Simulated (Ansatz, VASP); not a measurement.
One calculation of Bi, two programs

```
Bi
1.0
     4.31490    0.00000    0.00000
    -2.15745    3.73681    0.00000
     0.00000    0.00000   27.05307
Bi
2
Direct
  0.33333 0.66667 0.31274
  0.66667 0.33333 0.37577
```

Alike in both runs: task single point; functional PBE; k mesh 12 × 12 × 1; no spin polarisation.

|  | VASP | Ansatz |
| --- | --- | --- |
| version | VASP 6.6.1 | Ansatz 0.2.0 |
| potentials or method | VASP PAW PBE potentials, release 64 (Bi_d) | plane waves, PAW |
| plane-wave cutoff (eV) | 400 | 420 |
| occupations | gaussian, width 0.01 eV | fixed |
| valence electrons in the cell | 30 | 30 |

|  | VASP | Ansatz | Ansatz less VASP |
| --- | --- | --- | --- |
| gap on the k mesh at the Fermi level (eV) | 0.58 | 0.60 | +0.015 |
| rms of the force components (eV/Å) | 0.150 | 0.140 | -0.0098 |

Atom by atom the forces differ by 0.010 eV/Å (rms over components).

Neither program's run includes spin-orbit coupling.
